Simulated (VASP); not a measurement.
# LiF (Fm-3m) in VASP: settings compared

LiF is run at these levels: PBE, r2SCAN; tasks: single point.

All numbers are computed with VASP 6.6.1; they aren't measurements. Logs are shortened: lines on timing, memory, paths and dates and some standing lists are left out, and cuts for length are marked.

## Step 1: The cell of the first run

It takes space group Fm-3m (No. 225, cubic). The conventional cell has a = 3.990 Å, b = 3.990 Å, c = 3.990 Å, α = 90.00°, β = 90.00°, γ = 90.00°. Within 2.6 Å of Li (site symmetry m-3m) lie 6 F at 1.99 Å. F (site symmetry m-3m) has 6 Li at 1.99 Å within 2.6 Å.

## Step 2: Single point, PBE

INCAR

```
SYSTEM = LiF
PREC = Accurate
ENCUT = 520
EDIFF = 1E-7
ISMEAR = 0
SIGMA = 0.01
LREAL = .FALSE.
LASPH = .TRUE.
NELM = 100
ALGO = Normal
ISIF = 2
LWAVE = .FALSE.
LCHARG = .FALSE.
GGA = PE
NBANDS = 12
```

KPOINTS

```
Automatic mesh
0
G
  8 8 8
  0 0 0
```

POSCAR

```
LiF
1.0
    0.0000000000      1.9948717406      1.9948717406
    1.9948717406      0.0000000000      1.9948717406
    1.9948717406      1.9948717406      0.0000000000
Li F
1 1
Direct
    0.0000000000      0.0000000000      0.0000000000
    0.5000000000      0.5000000000      0.5000000000
```

Potentials or basis: VASP PAW PBE potentials, release 64 (Li_sv, F).

Started as:

```console
> cat potpaw_PBE.64/Li_sv/POTCAR potpaw_PBE.64/F/POTCAR > POTCAR
> mpirun -np 1 vasp_std > vasp.out
```

OUTCAR:

```text
SYSTEM = LiF
   PREC = Accurate
   ENCUT = 520
   EDIFF = 1E-7
   ISMEAR = 0
   LREAL = .FALSE.
   LASPH = .TRUE.
   NELM = 100
   ISIF = 2
   GGA = PE

 ion  position               nearest neighbor table
   1  0.000  0.000  0.000-   2 1.99   2 1.99   2 1.99   2 1.99   2 1.99   2 1.99
   2  0.500  0.500  0.500-   1 1.99   1 1.99   1 1.99   1 1.99   1 1.99   1 1.99

  LATTYP: Found a face centered cubic cell.
 ALAT       =     3.9897434812

  Lattice vectors:

 A1 = (   0.0000000000,   1.9948717406,   1.9948717406)
 A2 = (   1.9948717406,   0.0000000000,   1.9948717406)
 A3 = (   1.9948717406,   1.9948717406,   0.0000000000)

Analysis of symmetry for initial positions (statically):
=====================================================================
 Subroutine PRICEL returns:
 Original cell was already a primitive cell.

 Routine SETGRP: Setting up the symmetry group for a
 face centered cubic supercell.

 Subroutine GETGRP returns: Found 48 space group operations
 (whereof 48 operations were pure point group operations)
 out of a pool of 48 trial point group operations.

The static configuration has the point symmetry O_h .

Analysis of symmetry for dynamics (positions and initial velocities):
=====================================================================
 Subroutine PRICEL returns:
 Original cell was already a primitive cell.

 Routine SETGRP: Setting up the symmetry group for a
 face centered cubic supercell.

 Subroutine GETGRP returns: Found 48 space group operations
 (whereof 48 operations were pure point group operations)
 out of a pool of 48 trial point group operations.

The dynamic configuration has the point symmetry O_h .

 Subroutine INISYM returns: Found 48 space group operations
 (whereof 48 operations are pure point group operations),
 and found     1 'primitive' translations

----------------------------------------------------------------------------------------

                                     Primitive cell

  volume of cell :      15.8772

  direct lattice vectors                    reciprocal lattice vectors
     0.000000000  1.994871741  1.994871741    -0.250642680  0.250642680  0.250642680
     1.994871741  0.000000000  1.994871741     0.250642680 -0.250642680  0.250642680
     1.994871741  1.994871741  0.000000000     0.250642680  0.250642680 -0.250642680

  length of vectors
     2.821174671  2.821174671  2.821174671     0.434125857  0.434125857  0.434125857

  position of ions in fractional coordinates (direct lattice)
     0.000000000  0.000000000  0.000000000
     0.500000000  0.500000000  0.500000000

  ion indices of the primitive-cell ions
   primitive index   ion index
                 1           1
                 2           2

----------------------------------------------------------------------------------------

 KPOINTS: Automatic mesh

Automatic generation of k-mesh.
 Grid dimensions read from file:
 generate k-points for:    8    8    8

 Generating k-lattice:

  Cartesian coordinates                     Fractional coordinates (reciprocal lattice)
    -0.031330335  0.031330335  0.031330335     0.125000000  0.000000000  0.000000000
     0.031330335 -0.031330335  0.031330335     0.000000000  0.125000000  0.000000000
     0.031330335  0.031330335 -0.031330335     0.000000000  0.000000000  0.125000000

  Length of vectors
     0.054265732  0.054265732  0.054265732

  Shift w.r.t. Gamma in fractional coordinates (k-lattice)
     0.000000000  0.000000000  0.000000000

 Subroutine IBZKPT returns following result:
 ===========================================

 Found     29 irreducible k-points:

 Following reciprocal coordinates:
            Coordinates               Weight
  0.000000  0.000000  0.000000      1.000000
  0.125000  0.000000  0.000000      8.000000
  0.250000  0.000000  0.000000      8.000000
  0.375000  0.000000  0.000000      8.000000
  0.500000  0.000000  0.000000      4.000000
  0.125000  0.125000  0.000000      6.000000
[... 16 lines left out ...]
  0.500000  0.250000  0.125000     48.000000
 -0.375000  0.250000  0.125000     24.000000
 [... further k-points ...]
   k-points           NKPTS =     29   k-points in BZ     NKDIM =     29   number of bands    NBANDS=     12
   number of dos      NEDOS =    301   number of ions     NIONS =      2
   total plane-waves  NPLWV =  13824
   dimension x,y,z NGX =    24 NGY =   24 NGZ =   24
   dimension x,y,z NGXF=    48 NGYF=   48 NGZF=   48
   ions per type =               1   1
   NGX,Y,Z   is equivalent  to a cutoff of  14.14, 14.14, 14.14 a.u.
   NGXF,Y,Z  is equivalent  to a cutoff of  28.29, 28.29, 28.29 a.u.
 SYSTEM =  LiF
   PREC   = accura    normal or accurate (medium, high low for compatibility)
   ISTART =      0    job   : 0-new  1-cont  2-samecut
   ICHARG =      2    charge: 1-file 2-atom 10-const
   ISPIN  =      1    spin polarized calculation?
   LNONCOLLINEAR =      F non collinear calculations
   LSORBIT =      F    spin-orbit coupling
   LASPH  =      T    aspherical Exc in radial PAW
   ENCUT  =  520.0 eV  38.22 Ry    6.18 a.u.   5.25  5.25  5.25*2*pi/ulx,y,z
   NELM   =    100;   NELMIN=  2; NELMDL= -5     # of ELM steps
   EDIFF  = 0.1E-06   stopping-criterion for ELM
   LREAL  =      F    real-space projection
   EDIFFG = 0.1E-05   stopping-criterion for IOM
   NSW    =      0    number of steps for IOM
   IBRION =     -1    ionic relax: 0-MD 1-quasi-New 2-CG
   NFREE  =      0    steps in history (QN), initial steepest desc. (CG)
   ISIF   =      2    stress and relaxation
   ISYM   =      2    0-nonsym 1-usesym 2-fastsym
   POTIM  = 0.5000    time-step for ionic-motion
   TEBEG  =    0.0;   TEEND  =   0.0 temperature during run
   PSTRESS=    0.0 pullay stress
   NELECT =      10.0000    total number of electrons
   NUPDOWN=      -1.0000    fix difference up-down
   EMIN   =  10.00;   EMAX   =-10.00  energy-range for DOS
   EFERMI =   0.00;   METHOD = LEGACY
   ISMEAR =     0;   SIGMA  =   0.01  broadening in eV -4-tet -1-fermi 0-gaus
   EFERMI_NEDOS =   21; number of points for ismear=-14 and -15
   IALGO  =     38    algorithm
   IMIX   =      4    mixing-type and parameters
     AMIX     =   0.40;   BMIX     =  1.00
     AMIX_MAG =   1.60;   BMIX_MAG =  1.00
  volume/ion in A,a.u.               =       7.94        53.57
  Fermi-wavevector in a.u.,A,eV,Ry     =   1.403298  2.651848 26.793202  1.969245
  Thomas-Fermi vector in A             =   2.525974
   LORBIT       =      0    0 simple, 1 ext, 2 COOP (PROOUT), +10 PAW based schemes
   GGA     = PE    functional components
   LHFCALC =     F    Hartree Fock is set to
   AEXX    =    0.0000 exact exchange contribution
   IVDW    =     0    specifies the selected vdW correction
   LEPSILON=     F    determine dielectric tensor
   LRPA    =     F    only Hartree local field effects (RPA)
 non-spin polarized calculation
 Gauss-broadening in eV      SIGMA  =   0.01
  energy-cutoff  :      520.00
  volume of cell :       15.88
 maximum number of plane-waves:       444
 NGX is ok and might be reduce to    24
   NGX = 11   NGY = 11   NGZ = 11

 number of electron      10.0000000 magnetization

 number of electron       9.9999997 magnetization

 Free energy of the ion-electron system (eV)
  ---------------------------------------------------
  ext. energy  EPLUGINS =         0.00000000
  ---------------------------------------------------
  free energy    TOTEN  =        -9.62794752 eV

  energy without entropy =       -9.62794752  energy(sigma->0) =       -9.62794752

 E-fermi :  -0.6495     XC(G=0): -10.1228

 val. band max:       -0.8421759677   @ k =   0.0000   0.0000   0.0000
 cond. band min:       8.5098174653   @ k =   0.0000   0.0000   0.0000
 fundamental gap:      9.3519934329
 Fermi energy:        -0.6495208478

 k-point     1 :       0.0000    0.0000    0.0000
  band No.  band energies     occupation
      1     -41.7001      2.00000
      2     -20.8959      2.00000
      3      -0.8422      2.00000
      4      -0.8422      2.00000
      5      -0.8422      2.00000
      6       8.5098      0.00000
      7      23.5069      0.00000
      8      23.5069      0.00000
      9      23.5069      0.00000
     10      23.7657      0.00000
     11      23.7657      0.00000
     12      23.7657      0.00000

 k-point     2 :       0.1250    0.0000    0.0000
  band No.  band energies     occupation
      1     -41.6905      2.00000
      2     -20.8337      2.00000
      3      -1.2903      2.00000
      4      -0.8789      2.00000
      5      -0.8789      2.00000
      6       8.9434      0.00000
      7      20.0117      0.00000
      8      21.8046      0.00000
      9      21.8046      0.00000
     10      25.1591      0.00000
     11      25.1628      0.00000
     12      25.1628      0.00000

 k-point     3 :       0.2500    0.0000    0.0000
  band No.  band energies     occupation
      1     -41.6672      2.00000
      2     -20.6771      2.00000
      3      -2.2550      2.00000
      4      -0.9647      2.00000
      5      -0.9647      2.00000
      6       9.7377      0.00000
      7      17.3612      0.00000
      8      19.9788      0.00000
      9      19.9788      0.00000
     10      26.5967      0.00000
     11      27.0485      0.00000
     12      27.0486      0.00000
[... 286 lines left out ...]
 k-point    23 :       0.5000    0.2500    0.1250
  band No.  band energies     occupation
      1     -41.6325      2.00000
      2     -20.3798      2.00000
      3      -3.0374      2.00000
      4      -2.0029      2.00000
      5      -1.2721      2.00000
      6      11.6712      0.00000
      7      15.3557      0.00000
      8      18.5092      0.00000
      9      18.9822      0.00000
     10      25.2387      0.00000
     11      29.9625      0.00000
     12      32.6778      0.00000

 k-point    24 :      -0.3750    0.2500    0.1250
  band No.  band energies     occupation
      1     -41.6250      2.00000
      2     -20.3142      2.00000
      3      -3.2570      2.00000
      4      -2.1223      2.00000
      5      -1.3427      2.00000
      6      11.8646      0.00000
      7      15.1592      0.00000
      8      18.3800      0.00000
      9      18.6635      0.00000
     10      27.1852      0.00000
     11      28.3070      0.00000
     12      33.9524      0.00000

 [... further k-points ...]
[... 5 lines left out ...]
  --------------------------------------------------------------------------------------
  -------------------------------------------------------------------------------------
  Total        0.3937503      0.3937503      0.3937503      0.0000000      0.0000000      0.0000000
  in kB       39.7334730     39.7334730     39.7334730      0.0000000      0.0000000      0.0000000
  external PRESSURE =      39.7334730 kB  Pullay stress =       0.0000000 kB

 VOLUME and BASIS-vectors are now :
 -----------------------------------------------------------------------------
  energy-cutoff  :      520.00
  volume of cell :       15.88
      direct lattice vectors                 reciprocal lattice vectors
     0.000000000  1.994871741  1.994871741    -0.250642680  0.250642680  0.250642680
     1.994871741  0.000000000  1.994871741     0.250642680 -0.250642680  0.250642680
     1.994871741  1.994871741  0.000000000     0.250642680  0.250642680 -0.250642680

 POSITION                                       TOTAL-FORCE (eV/Angst)
 -----------------------------------------------------------------------------------
      0.00000      0.00000      0.00000         0.000000      0.000000     -0.000000
      1.99487      1.99487      1.99487        -0.000000     -0.000000      0.000000
 -----------------------------------------------------------------------------------
    total drift:                               -0.000000     -0.000000      0.000000

  FREE ENERGIE OF THE ION-ELECTRON SYSTEM (eV)
  ---------------------------------------------------
  free  energy   TOTEN  =        -9.6279475193 eV

  energy  without entropy=       -9.6279475193  energy(sigma->0) =       -9.62794752
```

Wall time 2.9 s (1 thread of Intel Xeon 6975P-C (Granite Rapids), shared host); peak memory 0.13 GiB.

What came out:

* Free energy: -9.6279 eV
* Band gap on the k mesh: 9.35 eV, direct

Caveat: the cutoff is under 1.25 times the usual one of these potentials, so pressure, stress and relaxed cells hold a basis-set (Pulay) error.

## Step 3: Single point, r2SCAN

POSCAR is that of step 2.

INCAR.step1

```
SYSTEM = LiF
PREC = Accurate ; ENCUT = 520
ISMEAR = 0 ; SIGMA = 0.01
LREAL = .FALSE. ; LASPH = .TRUE.
NELM = 80 ; NBANDS = 12
GGA = PE ; ALGO = Normal
EDIFF = 1E-4 ; LWAVE = .TRUE.
LCHARG = .FALSE.
```

INCAR.step2

```
SYSTEM = LiF
PREC = Accurate ; ENCUT = 520
EDIFF = 1E-6 ; ISMEAR = 0
SIGMA = 0.01 ; LREAL = .FALSE.
LASPH = .TRUE. ; NELM = 80
ALGO = Normal ; ISIF = 2
LWAVE = .FALSE. ; LCHARG = .FALSE.
METAGGA = R2SCAN ; LMIXTAU = .TRUE.
NBANDS = 12 ; ISTART = 1
```

KPOINTS is that of step 2.

Potentials or basis: VASP PAW PBE potentials, release 64 (Li_sv, F).

Started as:

```console
> cat potpaw_PBE.64/Li_sv/POTCAR potpaw_PBE.64/F/POTCAR > POTCAR
> cp INCAR.step1 INCAR
> mpirun -np 1 vasp_std > vasp.out
> cp INCAR.step2 INCAR
> mpirun -np 1 vasp_std > vasp.out
```

It took 11 s on 1 thread of Intel Xeon 6975P-C (Granite Rapids), shared host; peak memory 0.13 GiB.

It converged, with:

| Property | Result |
| --- | --- |
| Free energy | -11.9030 eV |
| Band gap on the k mesh | 10.55 eV, direct |

Levels at points of the mesh, in eV from the valence-band top:
```tsv
k point	band 1	band 2	band 3	band 4	band 5	band 6	band 7	band 8	band 9	band 10
(0.00, 0.00, 0.00)	-42.01	-21.17	0.00	0.00	0.00	10.55	25.77	25.77	25.77	26.49
(0.50, 0.00, 0.00)	-41.95	-20.74	-2.58	-0.25	-0.25	11.99	18.50	20.68	20.68	32.82
(0.50, 0.50, 0.00)	-41.93	-20.46	-3.13	-1.05	-1.05	16.35	17.59	19.49	22.28	22.28
```

Caveat: the cutoff is under 1.25 times the usual one of these potentials, so pressure, stress and relaxed cells hold a basis-set (Pulay) error; the PAW data sets were made with another functional, which shifts forces and pressure a little. A k mesh can miss the band edges.
